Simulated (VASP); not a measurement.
CsH: single point with r2SCAN

The system is CsH.

```
Cs H
1.0
     0.00000    3.18800    3.18800
     3.18800    0.00000    3.18800
     3.18800    3.18800    0.00000
Cs H
1 1
Direct
  0.01960 0.01960 0.98040
  0.50000 0.50000 0.50000
```

This cell differs from its parent crystal: all Cs atoms moved +0.125 Å, as atom 1 along Cartesian [0 0 1].

* Program: VASP 6.6.1
* Task: single point
* Functional: r2SCAN
* Potentials or basis: VASP PAW PBE potentials, release 64 (Cs_sv, H)
* Cutoff: 520 eV
* k mesh: 6 × 6 × 6
* Occupations: gaussian, width 0.05 eV
* Spin: no spin polarisation
* Dipole correction: no
* Further INCAR settings: ALGO = Normal; EDIFF = 1e-06; NBANDS = 12

- Pressure: 0.1 GPa
- Largest force: 0.079 eV/Å
- Band gap on the k mesh: 2.68 eV, direct

Forces on the atoms (eV/Å):
```
Cs   0.000  0.000 -0.079
H    0.000  0.000  0.079
```

Stress tensor (GPa, compression positive):
```
0.02 0.00 0.00
0.00 0.02 0.00
0.00 0.00 0.19
```

Levels at points of the mesh, in eV from the valence-band top:
```
           k point  band 3  band 4  band 5  band 6  band 7  band 8
(0.00, 0.00, 0.00)   -8.15   -8.15   -1.64    5.69    5.69    5.70
(0.50, 0.00, 0.00)   -8.24   -8.24    0.00    2.68    5.26    5.26
(0.50, 0.50, 0.00)   -8.42   -8.42   -1.14    3.51    6.06    8.68
(0.00, 0.50, 0.50)   -8.42   -8.42   -1.14    3.50    6.08    8.40
```

Wall time 42 s on 1 thread of Intel(R) Xeon(R) 6975P-C (Granite Rapids), with other jobs on the host, peak memory 0.22 GiB.

Caveat: the cell differs from its parent crystal (all Cs atoms moved +0.125 Å, as atom 1 along Cartesian [0 0 1]); the PAW data sets were made with another functional, which shifts forces and pressure a little; spin-orbit coupling is left out, which moves the levels of the heavy elements. A k mesh can miss the band edges.
